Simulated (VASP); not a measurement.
# In (P6_3/mmc) in VASP: further runs

The runs below take In through relaxation of shape and atoms at fixed volume, relaxation of cell and atoms, with PBE.

All numbers are computed with VASP 6.6.1; they aren't measurements. Logs are shortened: lines on timing, memory, paths and dates and some standing lists are left out, and cuts for length are marked.

### Step 1. The cell of the first run

The structure is hexagonal, space group P6_3/mmc (No. 194). Conventional cell: a = 3.262 Å, b = 3.262 Å, c = 5.125 Å, α = 90.00°, β = 90.00°, γ = 120.00°. In (site symmetry -6m2) has 12 In at 3.18 to 3.26 Å within 4.2 Å.

This isn't the form of In at room conditions, which is tetragonal.

### Step 2. Relaxation of shape and atoms at fixed volume, PBE

The input, INCAR:

```
SYSTEM = In
  PREC = Accurate
  ENCUT = 600
  EDIFF = 1E-6
  ISMEAR = -1
  SIGMA = 0.08
  LREAL = .False.
  LASPH = .True.
  NELM = 100
  ALGO = Normal
  ISIF = 4
  LWAVE = .False.
  LCHARG = .False.
  GGA = PE
  IBRION = 2
  NSW = 50
  EDIFFG = -0.005
```

The input, KPOINTS:

```
regular mesh
0
Gamma
  13 13 7
  0 0 0
```

The input, POSCAR:

```
In
1.0
    3.2620275961      0.0000000000      0.0000000000
   -1.6310137980      2.8249987661      0.0000000000
    0.0000000000      0.0000000000      5.1248752185
In
2
Direct
    0.3333333333      0.6666666667      0.2500000000
    0.6666666667      0.3333333333      0.7500000000
```

Potentials or basis: VASP PAW PBE potentials, release 64 (In_d).

Command:

```
cat potpaw_PBE.64/In_d/POTCAR > POTCAR
mpirun -np 1 vasp_std > vasp.out
```

OUTCAR:

```text
SYSTEM = In
   PREC = Accurate
   ENCUT = 600
   EDIFF = 1E-6
   ISMEAR = -1
   LREAL = .False.
   LASPH = .True.
   NELM = 100
   ISIF = 4
   GGA = PE
   IBRION = 2
   NSW = 50
   EDIFFG = -0.005

 ion  position               nearest neighbor table
   1  0.333  0.667  0.250-   2 3.18   2 3.18   2 3.18   2 3.18   2 3.18   2 3.18
   2  0.667  0.333  0.750-   1 3.18   1 3.18   1 3.18   1 3.18   1 3.18   1 3.18

  LATTYP: Found a hexagonal cell.
 ALAT       =     3.2620275961
 C/A-ratio  =     1.5710704669

  Lattice vectors:

 A1 = (   3.2620275961,   0.0000000000,   0.0000000000)
 A2 = (  -1.6310137980,   2.8249987661,   0.0000000000)
 A3 = (   0.0000000000,   0.0000000000,   5.1248752185)

Analysis of symmetry for initial positions (statically):
=====================================================================
 Subroutine PRICEL returns:
 Original cell was already a primitive cell.

 Routine SETGRP: Setting up the symmetry group for a
 hexagonal supercell.

 Subroutine GETGRP returns: Found 24 space group operations
 (whereof 12 operations were pure point group operations)
 out of a pool of 24 trial point group operations.

The static configuration has the point symmetry D_3d.
 The point group associated with its full space group is D_6h.

Analysis of symmetry for dynamics (positions and initial velocities):
=====================================================================
 Subroutine PRICEL returns:
 Original cell was already a primitive cell.

 Routine SETGRP: Setting up the symmetry group for a
 hexagonal supercell.

 Subroutine GETGRP returns: Found 24 space group operations
 (whereof 12 operations were pure point group operations)
 out of a pool of 24 trial point group operations.

The dynamic configuration has the point symmetry D_3d.
 The point group associated with its full space group is D_6h.

 Subroutine INISYM returns: Found 24 space group operations
 (whereof 12 operations are pure point group operations),
 and found     1 'primitive' translations

----------------------------------------------------------------------------------------

                                     Primitive cell

  volume of cell :      47.2269

  direct lattice vectors                    reciprocal lattice vectors
     3.262027596  0.000000000  0.000000000     0.306557799  0.176991228  0.000000000
    -1.631013798  2.824998766  0.000000000     0.000000000  0.353982455  0.000000000
[... 91 lines left out ...]
   ISIF   =      4    stress and relaxation
   ISYM   =      2    0-nonsym 1-usesym 2-fastsym
   POTIM  = 0.5000    time-step for ionic-motion
   TEBEG  =    0.0;   TEEND  =   0.0 temperature during run
   PSTRESS=    0.0 pullay stress
   NELECT =      26.0000    total number of electrons
   NUPDOWN=      -1.0000    fix difference up-down
   EMIN   =  10.00;   EMAX   =-10.00  energy-range for DOS
   EFERMI =   0.00;   METHOD = LEGACY
   ISMEAR =    -1;   SIGMA  =   0.08  broadening in eV -4-tet -1-fermi 0-gaus
   EFERMI_NEDOS =   21; number of points for ismear=-14 and -15
   IALGO  =     38    algorithm
   IMIX   =      4    mixing-type and parameters
     AMIX     =   0.40;   BMIX     =  1.00
     AMIX_MAG =   1.60;   BMIX_MAG =  1.00
  volume/ion in A,a.u.               =      23.61       159.35
  Fermi-wavevector in a.u.,A,eV,Ry     =   1.341744  2.535528 24.494243  1.800276
  Thomas-Fermi vector in A             =   2.469953
   LORBIT       =      0    0 simple, 1 ext, 2 COOP (PROOUT), +10 PAW based schemes
   GGA     = PE    functional components
   LHFCALC =     F    Hartree Fock is set to
   AEXX    =    0.0000 exact exchange contribution
   IVDW    =     0    specifies the selected vdW correction
   LEPSILON=     F    determine dielectric tensor
   LRPA    =     F    only Hartree local field effects (RPA)
 conjugate gradient relaxation of ions
 non-spin polarized calculation
  energy-cutoff  :      600.00
  volume of cell :       47.23
 maximum number of plane-waves:      1610
 NGX is ok and might be reduce to    28
   NGX = 13   NGY = 13   NGZ = 21

--------------------------------------- Ionic step        1  -------------------------------------------

 number of electron      25.9999994 magnetization

 Free energy of the ion-electron system (eV)
  ---------------------------------------------------
  ext. energy  EPLUGINS =         0.00000000
  ---------------------------------------------------
  free energy    TOTEN  =        -4.93339023 eV

  energy without entropy =       -4.91358847  energy(sigma->0) =       -4.92348935

------------------------ aborting loop because EDIFF is reached ----------------------------------------

  FORCE on cell =-STRESS in cart. coord.  units (eV):
  Direction    XX          YY          ZZ          XY          YZ          ZX
  --------------------------------------------------------------------------------------
  -------------------------------------------------------------------------------------
  Total        2.3820917      2.3820917      2.6002129      0.0000000     -0.0000000      0.0000000
  in kB       80.8127459     80.8127459     88.2125342      0.0000000     -0.0000000      0.0000000
  external PRESSURE =      83.2793420 kB  Pullay stress =       0.0000000 kB
[... 95 lines left out ...]
--------------------------------------- Ionic step        4  -------------------------------------------

 number of electron      26.0000002 magnetization

 Free energy of the ion-electron system (eV)
  ---------------------------------------------------
  ext. energy  EPLUGINS =         0.00000000
  ---------------------------------------------------
  free energy    TOTEN  =        -4.93425137 eV

  energy without entropy =       -4.91387562  energy(sigma->0) =       -4.92406350

 E-fermi :   8.8226     XC(G=0): -10.7510

 val. band max:        8.8209599279   @ k =   0.3077   0.0769   0.4286
 cond. band min:       8.8523208814   @ k =   0.3846   0.0769   0.2857
 fundamental gap:      0.0313609536
 Fermi energy:         8.8226454492

 k-point     1 :       0.0000    0.0000    0.0000
  band No.  band energies     occupation
      1      -6.1258      2.00000
      2      -5.9875      2.00000
      3      -5.9752      2.00000
      4      -5.9752      2.00000
      5      -5.9316      2.00000
      6      -5.9316      2.00000
[... 457 lines left out ...]
      4      -5.9447      2.00000
      5      -5.9388      2.00000
      6      -5.8684      2.00000
[... 9 lines left out ...]
     16      17.3977      0.00000
     17      18.1733      0.00000

 [... further k-points ...]
[... 5 lines left out ...]
  --------------------------------------------------------------------------------------
  -------------------------------------------------------------------------------------
  Total        2.4480790      2.4480790      2.4447099      0.0000000     -0.0000000      0.0000000
  in kB       83.0513749     83.0513749     82.9370777      0.0000000     -0.0000000      0.0000000
  external PRESSURE =      83.0132759 kB  Pullay stress =       0.0000000 kB
[... 17 lines left out ...]
  FREE ENERGIE OF THE ION-ELECTRON SYSTEM (eV)
  ---------------------------------------------------
  free  energy   TOTEN  =        -4.9342513739 eV

  energy  without entropy=       -4.9138756204  energy(sigma->0) =       -4.92406350

 reached required accuracy - stopping structural energy minimisation
```

OSZICAR:

```text
N       E                     dE             d eps       ncg     rms          rms(c)
DAV:   1     0.201298029848E+03    0.20130E+03   -0.14881E+04  2856   0.243E+03
DAV:   2     0.704606184931E+01   -0.19425E+03   -0.19243E+03  2857   0.413E+02
[... 25 lines left out ...]
   3 F= -.49342226E+01 E0= -.49239738E+01  d E =-.832378E-03
       N       E                     dE             d eps       ncg     rms          rms(c)
DAV:   1    -0.493471590546E+01   -0.49320E-03   -0.17317E-02  3263   0.119E+00    0.113E-01
DAV:   2    -0.493443173184E+01    0.28417E-03   -0.65079E-04  4154   0.470E-01    0.748E-02
DAV:   3    -0.493424626214E+01    0.18547E-03   -0.26532E-04  4121   0.363E-01    0.133E-02
DAV:   4    -0.493425164376E+01   -0.53816E-05   -0.57360E-05  3097   0.817E-02    0.177E-02
DAV:   5    -0.493425137389E+01    0.26987E-06   -0.10084E-06  1781   0.121E-02
   4 F= -.49342514E+01 E0= -.49240635E+01  d E =-.861145E-03
```

CONTCAR:

```text
In
   1.00000000000000
     3.2483619984853007    0.0000000000079578    0.0000000000000000
    -1.6241809991859684    2.8131640114123515    0.0000000000000000
     0.0000000000000000   -0.0000000000000001    5.1680857949600680
  In
     2
Direct
     0.3333333332999970    0.6666666667000030    0.2500000000000000
     0.6666666667000030    0.3333333332999970    0.7500000000000000

  0.00000000E+00  0.00000000E+00  0.00000000E+00
  0.00000000E+00  0.00000000E+00  0.00000000E+00
```

It took 2.1 min on 1 thread of Intel Xeon 8259CL, shared host; peak memory 0.23 GiB.

What came out:

```
Free energy               : -4.9343 eV
Energy gained by relaxing : 0.4 meV/atom
Ionic steps               : 4
Pressure after relaxing   : 8.3 GPa
Band gap on the k mesh    : zero (bands 13 and 14 overlap by 5.63 eV)
```

The path:
```
step  energy change (eV)  largest force (eV/Å)  pressure (GPa)  volume (Å³)
   1              0.0000                0.0000            8.33        47.23
   2             -0.0006                0.0000            8.33        47.23
   3             -0.0008                0.0000            8.31        47.23
   4             -0.0009                0.0000            8.30        47.23
```

Final structure:
```
In
1.0
     3.24836    0.00000    0.00000
    -1.62418    2.81316    0.00000
     0.00000    0.00000    5.16809
In
2
Direct
  0.33333 0.66667 0.25000
  0.66667 0.33333 0.75000
```

Caveat: spin-orbit coupling is left out, which moves the levels of the heavy elements.

### Step 3. Relaxation of shape and atoms at fixed volume, PBE

This run uses another cell than the first one, of 26.39 Å³/atom.

The input, INCAR:

```
SYSTEM = In
ALGO     = Normal         ! electronic algorithm
EDIFF    = 1E-6           ! SCF threshold, eV
EDIFFG   = -0.005         ! ionic threshold
ENCUT    = 600            ! plane-wave cutoff, eV
GGA      = PE             ! functional
IBRION   = 2              ! ionic algorithm
ISIF     = 4              ! what is computed and relaxed
ISMEAR   = -1             ! smearing method
LASPH    = .True.         ! aspherical terms in the spheres
LCHARG   = .False.        ! write CHGCAR
LREAL    = .False.        ! projectors in reciprocal space
LWAVE    = .False.        ! write WAVECAR
NELM     = 80             ! most SCF steps
NSW      = 50             ! ionic steps
PREC     = Accurate       ! precision mode
SIGMA    = 0.08           ! smearing width, eV
```

The input, KPOINTS:

```
k-points
0
Gamma
  13 13 7
  0 0 0
```

The input, POSCAR:

```
In
1.0
    3.3852378702      0.0000000000      0.0000000000
   -1.6926189351      2.9317019934      0.0000000000
    0.0000000000      0.0000000000      5.3184472414
In
2
Direct
    0.3333333333      0.6666666667      0.2500000000
    0.6666666667      0.3333333333      0.7500000000
```

Potentials or basis: VASP PAW PBE potentials, release 64 (In_d).

Command:

```
cat potpaw_PBE.64/In_d/POTCAR > POTCAR
mpirun -np 1 vasp_std > vasp.out
```

It took 1.8 min on 1 thread of Intel Xeon 8259CL, shared host; peak memory 0.23 GiB.

Results (log left out):

```
Free energy               : -5.1016 eV
Energy gained by relaxing : 0.0 meV/atom
Ionic steps               : 3
Pressure after relaxing   : 2.0 GPa
Band gap on the k mesh    : zero (bands 13 and 14 overlap by 5.12 eV)
```

Final structure:
```
In
1.0
     3.38058    0.00000    0.00000
    -1.69029    2.92767    0.00000
     0.00000    0.00000    5.33312
In
2
Cartesian
  0.0000 1.9518 1.3333
  1.6903 0.9759 3.9998
```

Levels at points of the mesh, in eV from the Fermi level:
```csv
k point,band 10,band 11,band 12,band 13,band 14,band 15,band 16,band 17
"(0.00, 0.00, 0.00)",-14.35,-9.52,-3.97,-3.25,7.80,7.80,9.73,9.73
```

Caveat: spin-orbit coupling is left out, which moves the levels of the heavy elements.

### Step 4. Relaxation of cell and atoms, PBE

This run uses another cell than the first one, of 27.52 Å³/atom.

The input, INCAR:

```
SYSTEM = In
PREC = Accurate ; ENCUT = 600
EDIFF = 1E-6 ; ISMEAR = -1
SIGMA = 0.08 ; LREAL = .FALSE.
LASPH = .TRUE. ; NELM = 80
ALGO = Normal ; ISIF = 3
LWAVE = .FALSE. ; LCHARG = .FALSE.
GGA = PE ; IBRION = 2
NSW = 60 ; EDIFFG = -0.005
```

The input, KPOINTS:

```
Automatic mesh
0
G
  13 13 7
  0 0 0
```

The input, POSCAR:

```
In
1.0
    3.3976968081      0.0000000000      0.0000000000
   -1.6988484040      2.9424917501      0.0000000000
    0.0000000000      0.0000000000      5.5042688291
In
2
Direct
    0.3333333333      0.6666666667      0.2500000000
    0.6666666667      0.3333333333      0.7500000000
```

Command:

```
cat potpaw_PBE.64/In_d/POTCAR > POTCAR
mpirun -np 1 vasp_std > vasp.out
```

Run time: 5.9 min. Hardware: 1 thread of Intel Xeon 8259CL, shared host; peak memory 0.24 GiB.

The run converged. Its results:

* Free energy: -5.1181 eV
* Relaxed volume: 27.78 Å³/atom
* Relaxed cell: a = 3.442 Å, b = 3.442 Å, c = 5.415 Å, α = 90.00°, β = 90.00°, γ = 120.00°
* Space group after relaxing (to 0.1 Å): P6_3/mmc (No. 194)
* Energy gained by relaxing: 1.4 meV/atom
* Ionic steps: 9
* Pressure after relaxing: 0.0 GPa
* Band gap on the k mesh: zero (bands 13 and 14 overlap by 4.86 eV)

Step by step:
| step | energy change (eV) | largest force (eV/Å) | pressure (GPa) | volume (Å³) |
| --- | --- | --- | --- | --- |
| 1 | 0.0000 | 0.0000 | 0.29 | 55.03 |
| 2 | -0.0008 | 0.0000 | 0.05 | 55.42 |
| 3 | -0.0010 | 0.0000 | -0.09 | 55.66 |
| 4 | -0.0010 | 0.0000 | -0.13 | 55.78 |
| 5 | -0.0018 | 0.0000 | -0.13 | 55.78 |
| 6 | -0.0026 | 0.0000 | -0.13 | 55.80 |
| 7 | -0.0027 | 0.0000 | -0.14 | 55.80 |
| 8 | -0.0027 | 0.0000 | 0.04 | 55.46 |
| 9 | -0.0027 | 0.0000 | 0.01 | 55.57 |

Final structure:
```
In
1.0
     3.44235    0.00000    0.00000
    -1.72118    2.98116    0.00000
     0.00000    0.00000    5.41500
In
2
Cartesian
  0.0000 1.9874 1.3538
  1.7212 0.9937 4.0613
```

Levels at points of the mesh, in eV from the Fermi level:
```
           k point  band 11  band 12  band 13  band 14  band 15  band 16
(0.00, 0.00, 0.00)    -9.16    -3.92    -3.01     7.45     7.45     9.31
```

Caveat: spin-orbit coupling is left out, which moves the levels of the heavy elements.

### Step 5. Overview

```tsv
task	cell	gap on the mesh (eV)	pressure (GPa)
relaxation of shape and atoms at fixed volume	relaxed from a = 3.262, b = 3.262, c = 5.125 Å, angles 90.0, 90.0, 120.0°, 2 atoms	none	8.3
relaxation of shape and atoms at fixed volume	relaxed from a = 3.385, b = 3.385, c = 5.318 Å, angles 90.0, 90.0, 120.0°, 2 atoms	none	2.0
relaxation of cell and atoms	relaxed from a = 3.398, b = 3.398, c = 5.504 Å, angles 90.0, 90.0, 120.0°, 2 atoms	none	0.0
```

Alike in all rows: level PBE; potentials or basis VASP PAW PBE potentials, release 64 (In_d); no spin polarisation; k mesh 13 × 13 × 7; cutoff (eV) 600; smearing fermi-dirac 0.08 eV.

Caveats: spin-orbit coupling is left out, which moves the levels of the heavy elements.

Total energies depend on the potentials used, so only differences within one code and one set of settings carry meaning.

The gap in the log of VASP goes by the Fermi energy; the results here count the filled bands.